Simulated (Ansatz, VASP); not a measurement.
**Two plane-wave programs on SrO**

The input POSCAR:

```
SrO
1.0
    0.0000000000      2.5276385977      2.5276385977
    2.5276385977      0.0000000000      2.5276385977
    2.5276385977      2.5276385977      0.0000000000
Sr O
1 1
Direct
    0.5000000000      0.5000000000      0.5000000000
    0.0000000000      0.0000000000      0.0000000000
```

INCAR.step1

```
PREC = Accurate ; ENCUT = 520
ISMEAR = 0 ; SIGMA = 0.02
LREAL = False ; LASPH = True
NELM = 100 ; NBANDS = 15
GGA = PE ; ALGO = Normal
EDIFF = 1E-4 ; LWAVE = True
LCHARG = False
```

The input INCAR.step2:

```
PREC = Accurate ; ENCUT = 520
EDIFF = 1E-6 ; ISMEAR = 0
SIGMA = 0.02 ; LREAL = False
LASPH = True ; NELM = 100
ALGO = Normal ; ISIF = 2
LWAVE = False ; LCHARG = False
METAGGA = R2SCAN ; LMIXTAU = True
NBANDS = 15 ; ISTART = 1
```

The input KPOINTS:

```
Automatic mesh
0
Gamma
  8 8 8
```

Input for Ansatz:

```yaml
crystal:
  lattice:
    - [0.0, 2.5276385977, 2.5276385977]
    - [2.5276385977, 0.0, 2.5276385977]
    - [2.5276385977, 2.5276385977, 0.0]
  atoms:
    - { symbol: Sr, position: [0.5, 0.5, 0.5] }
    - { symbol: O, position: [0.0, 0.0, 0.0] }
basis:
  ecutwfc: 500
kpoints:
  mp_grid: { grid: [8, 8, 8] }
hamiltonian:
  xc: r2scan
scf:
  occupations: { method: gaussian, width: 0.02 }
output:
  forces: true
  stress: true
  eigenvalues: true
```

Alike in both runs: task single point; functional r2SCAN; k mesh 8 × 8 × 8; occupations gaussian, width 0.02 eV; no spin polarisation.

```csv
,VASP,Ansatz
version,VASP 6.6.1,Ansatz 0.2.0
potentials or method,"VASP PAW PBE potentials, release 64 (Sr_sv, O), cutoff 520 eV","scalar-relativistic, plane waves, PAW"
valence electrons in the cell,16,16
```

Ansatz gave:

```
gap on the k mesh at the Fermi level (eV) : 3.77
least direct gap on the mesh (eV)         : 3.80
pressure (GPa)                            : 6.6
```

Question: Estimate VASP's values.

Answer: gap on the k mesh at the Fermi level (eV): 3.71; least direct gap on the mesh (eV): 3.76; pressure (GPa): 7.3.

VASP's potentials were made for PBE, not for r2SCAN. The functional is the same, so the differences come from potentials, cutoffs and numerics.
